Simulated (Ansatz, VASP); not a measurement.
**One calculation of Be2Si, two programs**

```
Si Be
1.0
     0.00000    2.64138    2.64138
     2.64138    0.00000    2.64138
     2.64138    2.64138    0.00000
Si Be
1 2
Direct
  0.00000 0.00000 0.00000
  0.25000 0.25000 0.25000
  0.75000 0.75000 0.75000
```

Alike in both runs: task single point; functional r2SCAN; k mesh 6 × 6 × 6; no spin polarisation.

|  | VASP | Ansatz |
| --- | --- | --- |
| version | VASP 6.6.1 | Ansatz 0.2.0 |
| potentials or method | VASP PAW PBE potentials, release 64 (Si, Be) | plane waves |
| plane-wave cutoff (eV) | 520 | 500 |
| occupations | methfessel-paxton of order 1, width 0.2 eV | cold, width 0.2 eV |
| valence electrons in the cell | 8 | 8 |

|  | VASP | Ansatz | Ansatz less VASP |
| --- | --- | --- | --- |
| pressure (GPa) | 0.1 | -0.1 | -0.20 |

VASP's potentials were made for PBE, not for r2SCAN.
